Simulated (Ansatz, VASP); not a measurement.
## Two plane-wave programs on ZrMo3

```
CELL_PARAMETERS angstrom
4.66303 0.00000 0.00000
-2.33152 4.03831 0.00000
0.00000 0.00000 4.81924
ATOMIC_POSITIONS crystal
Zr 0.00000 0.00000 0.00000
Mo 0.00000 0.00000 0.50000
Mo 0.33333 0.66667 0.00000
Mo 0.66667 0.33333 0.00000
```

Alike in both runs: functional PBE; k mesh 6 × 6 × 4; occupations gaussian, width 0.1 eV; no spin polarisation.

Ansatz relaxed the structure, and its values are those at the end. VASP's run is a single point on that final structure, the one shown.

|  | VASP | Ansatz |
| --- | --- | --- |
| version | VASP 6.6.1 | Ansatz 0.2.0 |
| potentials or method | VASP PAW PBE potentials, release 64 (Zr_sv, Mo_sv), cutoff 500 eV | scalar-relativistic, plane waves, PAW |
| valence electrons in the cell | 54 | 54 |

Ansatz gave:

```
gap on the k mesh at the Fermi level (eV) : none
pressure (GPa)                            : 0.1
```

Estimate VASP's values.

gap on the k mesh at the Fermi level (eV): none; pressure (GPa): 0.3.

A gap of «none» marks a metal or a gap that the smearing closes.
